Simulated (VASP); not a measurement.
Write the native input for VASP 6.6.1 that does the following.

- Task: single point
- Functional: PBE
- Potentials or basis: VASP PAW PBE potentials, release 64 (Li_sv, H)
- Cutoff: 520 eV
- k mesh: 10 × 10 × 10
- Occupations: gaussian, width 0.05 eV
- Spin: no spin polarisation
- Dipole correction: no
- Further INCAR settings: ALGO = Normal; EDIFF = 1e-06; NBANDS = 9

The structure of LiH lies in POSCAR:

```
LiH
1.0
    0.0000000000      1.9918500000      2.0325000000
    1.9918500000      0.0000000000      2.0325000000
    1.9918500000      1.9918500000      0.0000000000
Li H
1 1
Direct
    0.0000000000      0.0000000000      0.0000000000
    0.5000000000      0.5000000000      0.5000000000
```

This cell differs from its parent crystal: strain -0.0200 x Voigt [1, 1, 0, 0, 0, 0].

One way to write it, as run:

INCAR

```
SYSTEM = LiH
PREC     = Accurate       ! precision mode
ENCUT    = 520            ! plane-wave cutoff, eV
EDIFF    = 1E-6           ! SCF threshold, eV
ISMEAR   = 0              ! smearing method
SIGMA    = 0.05           ! smearing width, eV
LREAL    = .FALSE.        ! projectors in reciprocal space
LASPH    = .TRUE.         ! aspherical terms in the spheres
NELM     = 80             ! most SCF steps
ALGO     = Normal         ! electronic algorithm
ISIF     = 2              ! what is computed and relaxed
LWAVE    = .FALSE.        ! write WAVECAR
LCHARG   = .FALSE.        ! write CHGCAR
GGA      = PE             ! functional
NBANDS   = 9              ! bands
```

KPOINTS

```
Automatic mesh
0
G
  10 10 10
  0 0 0
```

Potentials or basis: VASP PAW PBE potentials, release 64 (Li_sv, H).

Command:

```sh
$ cat potpaw_PBE.64/Li_sv/POTCAR potpaw_PBE.64/H/POTCAR > POTCAR
$ mpirun -np 1 vasp_std > vasp.out
```

Results of the run:

```yaml
Band_gap_on_the_k_mesh: 2.75 eV (least direct gap 2.91 eV)
```

Caveat: the cell differs from its parent crystal (strain -0.0200 x Voigt [1, 1, 0, 0, 0, 0]).

Wall time 4.6 s on 1 thread of Intel(R) Xeon(R) 6975P-C (Granite Rapids) (shared host), peak memory 0.13 GiB.
